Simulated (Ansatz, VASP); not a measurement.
# HfO2: VASP beside Ansatz

POSCAR

```
HfO2
1.0
    4.8866650060      0.0000000000      0.0000000000
    0.0000000000      4.8866650060      0.0000000000
    0.0000000000      0.0000000000      3.2007995828
Hf O
2 4
Direct
    0.0000000000      0.0000000000      0.0000000000
    0.5000000000      0.5000000000      0.5000000000
    0.3048903323      0.3048903323      0.0000000000
    0.1951096677      0.8048903323      0.5000000000
    0.8048903323      0.1951096677      0.5000000000
    0.6951096677      0.6951096677      0.0000000000
```

INCAR.step1

```
ALGO = Normal ; EDIFF = 1E-4
ENCUT = 520 ; GGA = PE
ISMEAR = 0 ; LASPH = True
LCHARG = False ; LREAL = False
LWAVE = True ; NBANDS = 31
NELM = 80 ; PREC = Accurate
SIGMA = 0.01
```

The input INCAR.step2:

```
ALGO = Normal ; EDIFF = 1E-6
ENCUT = 520 ; ISIF = 2
ISMEAR = 0 ; ISTART = 1
LASPH = True ; LCHARG = True
LELF = True ; LMIXTAU = True
LREAL = False ; LVHAR = True
LWAVE = False ; METAGGA = R2SCAN
NBANDS = 31 ; NELM = 80
PREC = Accurate ; SIGMA = 0.01
```

File KPOINTS:

```
k-points
0
Gamma
  6 6 8
```

Input for Ansatz:

```yaml
crystal:
  lattice:
    - [4.886665006, 0.0, 0.0]
    - [0.0, 4.886665006, 0.0]
    - [0.0, 0.0, 3.2007995828]
  atoms:
    - { symbol: Hf, position: [0.0, 0.0, 0.0] }
    - { symbol: Hf, position: [0.5, 0.5, 0.5] }
    - { symbol: O, position: [0.3048903323, 0.3048903323, 0.0] }
    - { symbol: O, position: [0.1951096677, 0.8048903323, 0.5] }
    - { symbol: O, position: [0.8048903323, 0.1951096677, 0.5] }
    - { symbol: O, position: [0.6951096677, 0.6951096677, 0.0] }
kpoints:
  mp_grid: { grid: [6, 6, 8] }
  band_path:
    path:
      - [0.0, 0.0, 0.0]
      - [0.0, 0.5, 0.0]
      - [0.5, 0.5, 0.0]
      - [0.0, 0.0, 0.5]
      - [0.0, 0.5, 0.5]
      - [0.5, 0.5, 0.5]
    npoints: 1
hamiltonian:
  xc: r2scan
scf:
  occupations: { method: fixed }
  n_extra_bands: 5
output:
  forces: true
  stress: true
  eigenvalues: true
  write_density: true
  write_potential: true
  elf: true
  volumetric_format: npy
```

Change from the starting cell: epitaxial_xy strain +1.0%.

Alike in both runs: task single point; functional r2SCAN; k mesh 6 × 6 × 8; no spin polarisation.

|  | VASP | Ansatz |
| --- | --- | --- |
| version | VASP 6.6.1 | Ansatz 0.2.0 |
| potentials or method | VASP PAW PBE potentials, release 64 (Hf_pv, O) | plane waves, PAW |
| plane-wave cutoff (eV) | 520 | 500 |
| occupations | gaussian, width 0.01 eV | fixed |
| valence electrons in the cell | 44 | 76 |

|  | VASP | Ansatz | Ansatz less VASP |
| --- | --- | --- | --- |
| gap on the k mesh at the Fermi level (eV) | 4.40 | 4.46 | +0.062 |
| pressure (GPa) | -5.6 | -2.5 | +3.09 |
| traceless stress, the component that is largest in VASP (GPa) | 1.98 | 2.53 | +0.548 |
| rms of the force components (eV/Å) | 0.026 | 0.003 | -0.0236 |

VASP's potentials were made for PBE, not for r2SCAN. Atom by atom the forces differ by 0.029 eV/Å (rms over components). VASP's potentials hold 44 valence electrons a cell and Ansatz's 76, so a difference there can come from the potentials and not from the codes.

Spin-orbit coupling is off throughout.
